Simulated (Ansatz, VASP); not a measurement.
# AlGa3N4: VASP beside Ansatz

```xyz
8
Lattice="4.6886 0.0000 0.0000 0.0000 4.6886 0.0000 0.0000 0.0000 4.2421" Properties=species:S:1:pos:R:3 pbc="T T T"
Al    0.0000    0.0000    0.0000
Ga    2.3443    2.3443    0.0000
Ga    2.3443    0.0000    2.1210
Ga    0.0000    2.3443    2.1210
N     3.5415    3.5415    1.0378
N     3.5415    1.1471    3.2043
N     1.1471    3.5415    3.2043
N     1.1471    1.1471    1.0378
```

Change from the starting cell: strain +0.050 along x and y, -0.050 along z, atoms carried along.

Alike in both runs: task single point; functional r2SCAN; k mesh 6 × 6 × 6; occupations gaussian, width 0.05 eV; no spin polarisation.

|  | VASP | Ansatz |
| --- | --- | --- |
| version | VASP 6.6.1 | Ansatz 0.2.0 |
| potentials or method | VASP PAW PBE potentials, release 64 (Al, Ga_d, N), cutoff 520 eV | scalar-relativistic, plane waves, PAW |
| valence electrons in the cell | 62 | 62 |

Ansatz gave:

| Item | Value |
| --- | --- |
| gap on the k mesh at the Fermi level (eV) | 2.20 |
| least direct gap on the mesh (eV) | 2.20 |
| pressure (GPa) | -9.1 |
| traceless stress, the component that is largest in VASP (GPa) | 7.42 |
| rms of the force components (eV/Å) | 0.037 |

Q: Which values does VASP return?

A: gap on the k mesh at the Fermi level (eV): 2.20; least direct gap on the mesh (eV): 2.20; pressure (GPa): -8.5; traceless stress, the component that is largest in VASP (GPa): 7.28; rms of the force components (eV/Å): 0.046.

VASP's potentials were made for PBE, not for r2SCAN. Atom by atom the forces differ by 0.030 eV/Å (rms over components). The functional is the same, so the differences come from potentials, cutoffs and numerics.
